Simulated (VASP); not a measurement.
GaN: single point with PBE

GaN:

```
Ga N
1.0
    -0.02254    2.24223    2.24223
     2.24223   -0.02254    2.24223
     2.24223    2.24223   -0.02254
Ga N
1 1
Cartesian
  0.0000 0.0000 0.0000
  3.3464 3.3464 3.3464
```

* Program: VASP 6.6.1
* Task: single point
* Functional: PBE
* Potentials or basis: VASP PAW PBE potentials, release 64 (Ga_d, N)
* Cutoff: 600 eV
* k mesh: 7 × 7 × 7
* Occupations: fermi-dirac, width 0.02 eV
* Spin: no spin polarisation
* Dipole correction: no
* Further INCAR settings: ALGO = Normal; EDIFF = 1e-06; NBANDS = 16

```json
{
 "Pressure": "5.0 GPa",
 "Largest force": "0.157 eV/Å",
 "Band gap on the k mesh": "1.68 eV, direct"
}
```

Forces in eV/Å, atoms in the order of the input:
```
Ga   0.091  0.091  0.091
N   -0.091 -0.091 -0.091
```

Stress tensor (GPa, compression positive):
```
5.00 1.95 1.95
1.95 5.00 1.95
1.95 1.95 5.00
```

Levels at points of the mesh, in eV from the valence-band top:
```csv
k point,band 6,band 7,band 8,band 9,band 10,band 11,band 12,band 13
"(0.00, 0.00, 0.00)",-13.16,-0.06,-0.06,0.00,1.68,10.14,10.14,10.52
```

Run time: 28 s on 1 thread of Intel Xeon 8259CL, with other jobs on the host, peak memory 0.17 GiB.
